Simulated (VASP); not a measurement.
# Al5InAs6 (P3m1) in VASP: single point with PBE

Aim: the single point of Al5InAs6 with PBE.

Program: VASP 6.6.1. These are calculated values, not measurements. Logs are shortened: lines on timing, memory, paths and dates and some standing lists are left out, and cuts for length are marked.

## Step 1: The cell of the first run

It takes space group P3m1 (No. 156, trigonal). Conventional cell: a = 4.091 Å, b = 4.091 Å, c = 20.219 Å, α = 90.00°, β = 90.00°, γ = 120.00°. Within 3.3 Å of Al (site symmetry 3m) lie 4 As at 2.49 to 2.50 Å. Al (site symmetry 3m) has 4 As at 2.47 to 2.50 Å within 3.3 Å. Al (site symmetry 3m) has 4 As at 2.49 Å within 3.3 Å. Al (site symmetry 3m) has 4 As at 2.49 to 2.50 Å within 3.3 Å. Within 3.3 Å of Al (site symmetry 3m) lie 4 As at 2.49 to 2.50 Å. In (site symmetry 3m) has 4 As at 2.59 to 2.67 Å within 3.4 Å. Within 3.3 Å of As (site symmetry 3m) lie 4 Al at 2.49 to 2.50 Å. As (site symmetry 3m) has 1 Al at 2.47 Å and 3 In at 2.59 Å within 3.3 Å.

## Step 2: Single point, PBE

Contents of POSCAR:

```
Al5InAs6
1.0
    4.0914712011      0.0000000000      0.0000000000
   -2.0457356006      3.5433179990      0.0000000000
    0.0000000000      0.0000000000     20.2185019000
Al In As
5 1 6
Direct
    0.6666666667      0.3333333333      0.1668170000
    0.6666666667      0.3333333333      0.4933670000
    0.6666666667      0.3333333333      0.8398800000
    0.3333333333      0.6666666667      0.0034040000
    0.3333333333      0.6666666667      0.3302570000
    0.3333333333      0.6666666667      0.6682430000
    0.6666666667      0.3333333333      0.2899900000
    0.6666666667      0.3333333333      0.6156930000
    0.6666666667      0.3333333333      0.9631460000
    0.3333333333      0.6666666667      0.1265760000
    0.3333333333      0.6666666667      0.4534420000
    0.3333333333      0.6666666667      0.8001850000
```

Contents of INCAR.step1:

```
PREC = Accurate
ENCUT = 520
EDIFF = 1E-6
ISMEAR = 0
SIGMA = 0.02
LREAL = F
LASPH = T
NELM = 100
ALGO = Normal
ISIF = 2
LWAVE = F
LCHARG = T
GGA = PE
NBANDS = 41
```

Contents of KPOINTS.step1:

```
regular mesh
0
Gamma
  12 12 2
```

Contents of INCAR.step2:

```
PREC = Accurate
ENCUT = 520
EDIFF = 1E-6
ISMEAR = -5
SIGMA = 0.02
LREAL = F
LASPH = T
NELM = 100
ALGO = Normal
ISIF = 2
LWAVE = F
LCHARG = F
GGA = PE
LORBIT = 11
NEDOS = 1001
ICHARG = 11
```

Contents of KPOINTS.step2:

```
regular mesh
0
Gamma
  18 18 3
```

Potentials or basis: VASP PAW PBE potentials, release 64 (Al, In_d, As).

The run is started by

```console
$ cat potpaw_PBE.64/Al/POTCAR potpaw_PBE.64/In_d/POTCAR potpaw_PBE.64/As/POTCAR > POTCAR
$ cp INCAR.step1 INCAR
$ cp KPOINTS.step1 KPOINTS
$ mpirun -np 1 vasp_std > vasp.out
$ cp INCAR.step2 INCAR
$ cp KPOINTS.step2 KPOINTS
$ mpirun -np 1 vasp_std > vasp.out
```

OUTCAR:

```text
PREC = Accurate
   ENCUT = 520
   EDIFF = 1E-6
   ISMEAR = -5
   LREAL = F
   LASPH = T
   NELM = 100
   ISIF = 2
   GGA = PE
   LORBIT = 11
   ICHARG = 11

 ion  position               nearest neighbor table
   1  0.667  0.333  0.167-   7 2.49  10 2.50  10 2.50  10 2.50
   2  0.667  0.333  0.493-   8 2.47  11 2.50  11 2.50  11 2.50
   3  0.667  0.333  0.840-   9 2.49  12 2.49  12 2.49  12 2.49
   4  0.333  0.667  0.003-  10 2.49   9 2.50   9 2.50   9 2.50
   5  0.333  0.667  0.330-  11 2.49   7 2.50   7 2.50   7 2.50
   6  0.333  0.667  0.668-   8 2.59   8 2.59   8 2.59  12 2.67
   7  0.667  0.333  0.290-   1 2.49   5 2.50   5 2.50   5 2.50
   8  0.667  0.333  0.616-   2 2.47   6 2.59   6 2.59   6 2.59
   9  0.667  0.333  0.963-   3 2.49   4 2.50   4 2.50   4 2.50
  10  0.333  0.667  0.127-   4 2.49   1 2.50   1 2.50   1 2.50
  11  0.333  0.667  0.453-   5 2.49   2 2.50   2 2.50   2 2.50
  12  0.333  0.667  0.800-   3 2.49   3 2.49   3 2.49   6 2.67

  LATTYP: Found a hexagonal cell.
 ALAT       =     4.0914712011
 C/A-ratio  =     4.9416214624

  Lattice vectors:

 A1 = (   4.0914712011,   0.0000000000,   0.0000000000)
 A2 = (  -2.0457356006,   3.5433179990,   0.0000000000)
 A3 = (   0.0000000000,   0.0000000000,  20.2185019000)

Analysis of symmetry for initial positions (statically):
=====================================================================
 Subroutine PRICEL returns:
 Original cell was already a primitive cell.

 Routine SETGRP: Setting up the symmetry group for a
 hexagonal supercell.

 Subroutine GETGRP returns: Found  6 space group operations
 (whereof  6 operations were pure point group operations)
 out of a pool of 24 trial point group operations.

The static configuration has the point symmetry C_3v.

Analysis of symmetry for dynamics (positions and initial velocities):
=====================================================================
 Subroutine PRICEL returns:
 Original cell was already a primitive cell.

 Routine SETGRP: Setting up the symmetry group for a
 hexagonal supercell.

 Subroutine GETGRP returns: Found  6 space group operations
 (whereof  6 operations were pure point group operations)
 out of a pool of 24 trial point group operations.

The dynamic configuration has the point symmetry C_3v.

 Subroutine INISYM returns: Found  6 space group operations
 (whereof  6 operations are pure point group operations),
 and found     1 'primitive' translations

[... 139 lines left out ...]
  Thomas-Fermi vector in A             =   2.082682
   LORBIT       =     11    0 simple, 1 ext, 2 COOP (PROOUT), +10 PAW based schemes
   GGA     = PE    functional components
   LHFCALC =     F    Hartree Fock is set to
   AEXX    =    0.0000 exact exchange contribution
   IVDW    =     0    specifies the selected vdW correction
   LEPSILON=     F    determine dielectric tensor
   LRPA    =     F    only Hartree local field effects (RPA)
 non-spin polarized calculation
 Fermi weights with tetrahedron method with Bloechl corrections
  energy-cutoff  :      520.00
  volume of cell :      293.12
 maximum number of plane-waves:      7953

 number of electron      58.0000008 magnetization

 Free energy of the ion-electron system (eV)
  ---------------------------------------------------
  ext. energy  EPLUGINS =         0.00000000
  ---------------------------------------------------
  free energy    TOTEN  =       -54.39645815 eV

  energy without entropy =      -54.39645815  energy(sigma->0) =      -54.39645815

 E-fermi :   4.1578     XC(G=0):  -8.8998

 val. band max:        4.1476817760   @ k =   0.0000   0.0000   0.0000
 cond. band min:       5.0750428839   @ k =   0.0000   0.0000   0.0000
 fundamental gap:      0.9273611079
 Fermi energy:         4.1577999334

 k-point     1 :       0.0000    0.0000    0.0000
  band No.  band energies     occupation
      1     -10.2787      2.00000
      2     -10.2286      2.00000
      3     -10.2285      2.00000
      4     -10.1086      2.00000
      5     -10.1086      2.00000
      6      -7.9829      2.00000
[... 925 lines left out ...]
     35       6.9045      0.00000
     36       7.2291      0.00000

 [... further k-points ...]
[... 5 lines left out ...]
  --------------------------------------------------------------------------------------
  -------------------------------------------------------------------------------------
  Total        0.2327715      0.2327715      0.2463509     -0.0000000      0.0000000      0.0000000
  in kB        1.2723361      1.2723361      1.3465616     -0.0000000      0.0000000      0.0000000
  external PRESSURE =       1.2970779 kB  Pullay stress =       0.0000000 kB

 VOLUME and BASIS-vectors are now :
 -----------------------------------------------------------------------------
  energy-cutoff  :      520.00
  volume of cell :      293.12
      direct lattice vectors                 reciprocal lattice vectors
     4.091471201  0.000000000  0.000000000     0.244410861  0.141110677  0.000000000
    -2.045735601  3.543317999  0.000000000     0.000000000  0.282221353  0.000000000
     0.000000000  0.000000000 20.218501900     0.000000000  0.000000000  0.049459649

 POSITION                                       TOTAL-FORCE (eV/Angst)
 -----------------------------------------------------------------------------------
      2.04574      1.18111      3.37279        -0.000000      0.000000     -0.000993
      2.04574      1.18111      9.97514        -0.000000      0.000000     -0.001065
      2.04574      1.18111     16.98112        -0.000000      0.000000     -0.000803
     -0.00000      2.36221      0.06882        -0.000000      0.000000     -0.000994
     -0.00000      2.36221      6.67730        -0.000000      0.000000     -0.001267
     -0.00000      2.36221     13.51087         0.000000     -0.000000     -0.000452
      2.04574      1.18111      5.86316        -0.000000      0.000000      0.000874
      2.04574      1.18111     12.44839        -0.000000      0.000000      0.005739
      2.04574      1.18111     19.47337        -0.000000      0.000000      0.000527
     -0.00000      2.36221      2.55918        -0.000000      0.000000      0.001142
     -0.00000      2.36221      9.16792        -0.000000      0.000000      0.001639
     -0.00000      2.36221     16.17854        -0.000000      0.000000     -0.004347
 -----------------------------------------------------------------------------------
    total drift:                                0.004420     -0.002552      0.001347

  FREE ENERGIE OF THE ION-ELECTRON SYSTEM (eV)
  ---------------------------------------------------
  free  energy   TOTEN  =       -54.3964581524 eV

  energy  without entropy=      -54.3964581524  energy(sigma->0) =      -54.39645815

 total charge

# of ion       s       p       d       tot
------------------------------------------
    1        0.403   0.348   0.000   0.751
    2        0.403   0.347   0.000   0.751
    3        0.403   0.349   0.000   0.752
    4        0.403   0.348   0.000   0.751
    5        0.403   0.348   0.000   0.751
    6        0.845   0.749   9.892  11.487
    7        1.195   1.645   0.022   2.862
    8        1.210   1.619   0.024   2.853
    9        1.195   1.644   0.022   2.861
   10        1.195   1.645   0.022   2.862
   11        1.195   1.645   0.022   2.862
   12        1.200   1.617   0.022   2.839
--------------------------------------------------
tot         10.052  12.302  10.027  32.380
```

It took 16 min on 1 thread of Oxide Virtual Turin-like, shared host; peak memory 0.98 GiB.

What came out:

```
Valence electrons inside the program's atomic spheres : Al 0.75; In 11.49; As 2.86, 2.85, 2.84 (each value once)
```

Levels at points of the mesh, in eV from the valence-band top:
```csv
k point,band 25,band 26,band 27,band 28,band 29,band 30,band 31,band 32,band 33,band 34
"(0.00, 0.00, 0.00)",-0.63,-0.63,-0.55,0.00,0.00,0.93,1.05,1.34,1.61,2.07
"(0.50, 0.00, 0.00)",-1.86,-1.78,-1.75,-1.59,-1.12,1.09,1.24,1.32,1.49,1.77
```

Caveat: spin-orbit coupling is left out, which moves the levels of the heavy elements.
